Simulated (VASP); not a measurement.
Input of a VASP 6.6.1 run:

Contents of INCAR:

```
SYSTEM = TiAl3
  PREC = Accurate
  ENCUT = 520
  EDIFF = 1E-7
  ISMEAR = -1
  SIGMA = 0.05
  LREAL = .False.
  LASPH = .True.
  NELM = 100
  ALGO = Normal
  ISIF = 2
  LWAVE = .False.
  LCHARG = .False.
  GGA = PS
  NBANDS = 18
```

File KPOINTS:

```
regular mesh
0
Gamma
  13 13 13
  0 0 0
```

POSCAR

```
TiAl3
1.0
   -1.9081328214      1.9081328214      4.2754998564
    1.9081328214     -1.9081328214      4.2754998564
    1.9081328214      1.9081328214     -4.2754998564
Ti Al
1 3
Direct
    0.0000000000      0.0000000000      0.0000000000
    0.5000000000      0.5000000000      0.0000000000
    0.7500000000      0.2500000000      0.5000000000
    0.2500000000      0.7500000000      0.5000000000
```

Potentials or basis: VASP PAW PBE potentials, release 64 (Ti_sv, Al).

The run is started by

```sh
$ cat potpaw_PBE.64/Ti_sv/POTCAR potpaw_PBE.64/Al/POTCAR > POTCAR
$ mpirun -np 1 vasp_std > vasp.out
```

Predict the band gap on the k mesh.

zero (an odd number of electrons rules out a gap without spin polarisation).

What does it give for the pressure?

0.1 GPa.

Caveat: the PAW data sets were made with another functional, which shifts forces and pressure a little.
